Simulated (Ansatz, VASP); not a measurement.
One calculation of As, two programs

File INCAR:

```
SYSTEM = As
PREC = Accurate ; ENCUT = 520
EDIFF = 1E-8 ; ISMEAR = -1
SIGMA = 0.05 ; LREAL = .FALSE.
LASPH = .TRUE. ; NELM = 100
ALGO = Normal ; ISIF = 2
LWAVE = .FALSE. ; LCHARG = .FALSE.
LEFG = .TRUE. ; NBANDS = 12
```

KPOINTS

```
Automatic mesh
0
G
  12 12 12
  0 0 0
```

The input POSCAR:

```
As
1.0
    1.8774110887      1.0839237974      3.7043351684
   -1.8774110887      1.0839237974      3.7043351684
    0.0000000000     -2.1678475948      3.7043351684
As
2
Direct
    0.2244335900      0.2244335900      0.2244335900
    0.7755664100      0.7755664100      0.7755664100
```

Input for Ansatz:

```yaml
crystal:
  lattice:
    - [1.8774110887, 1.0839237974, 3.7043351684]
    - [-1.8774110887, 1.0839237974, 3.7043351684]
    - [0.0, -2.1678475948, 3.7043351684]
  atoms:
    - { symbol: As, position: [0.22443359, 0.22443359, 0.22443359] }
    - { symbol: As, position: [0.77556641, 0.77556641, 0.77556641] }
kpoints:
  mp_grid: { grid: [12, 12, 12] }
  band_path:
    path:
      - [0.0, 0.0, 0.0]
      - [0.5, 0.5, 0.5]
      - [0.776253106, 0.223746894, 0.5]
      - [0.5, -0.223746894, 0.223746894]
      - [0.5, 0.0, 0.0]
      - [0.0, 0.0, 0.0]
      - [0.361873447, -0.361873447, 0.0]
      - [0.638126553, 0.0, 0.361873447]
      - [0.5, 0.0, 0.5]
    npoints: 5
scf:
  occupations: { method: fermi_dirac, width: 0.05 }
hamiltonian:
  xc: lda
  pseudopotentials: { kind: paw }
output:
  forces: true
  stress: true
  eigenvalues: true
  efg: { contact_densities: true }
```

Alike in both runs: task electric field gradients; functional LDA; k mesh 12 × 12 × 12; occupations fermi-dirac, width 0.05 eV; no spin polarisation.

|  | VASP | Ansatz |
| --- | --- | --- |
| version | VASP 6.6.1 | Ansatz 0.2.0 |
| potentials or method | VASP PAW LDA potentials, release 64 (As) | PAW with Ansatz's default frozen-core files, scalar-relativistic |
| plane-wave cutoff (eV) | 520 | 420 |
| valence electrons in the cell | 10 | 30 |

|  | VASP | Ansatz | Ansatz less VASP |
| --- | --- | --- | --- |
| pressure (GPa) | -2.6 | -3.0 | -0.38 |
| traceless stress, the component that is largest in VASP (GPa) | -0.65 | -0.54 | +0.114 |
| rms of the force components (eV/Å) | 0.071 | 0.030 | -0.0412 |
| size of Vzz on the site where it differs most (V/Å²) | 51.6 | 54.3 | +2.77 |

LDA's correlation is that of Perdew and Zunger in VASP and of Perdew and Wang (1992) in Ansatz. Atom by atom the forces differ by 0.041 eV/Å (rms over components). VASP's potentials hold 10 valence electrons a cell and Ansatz's 30, so a difference there can come from the potentials and not from the codes.
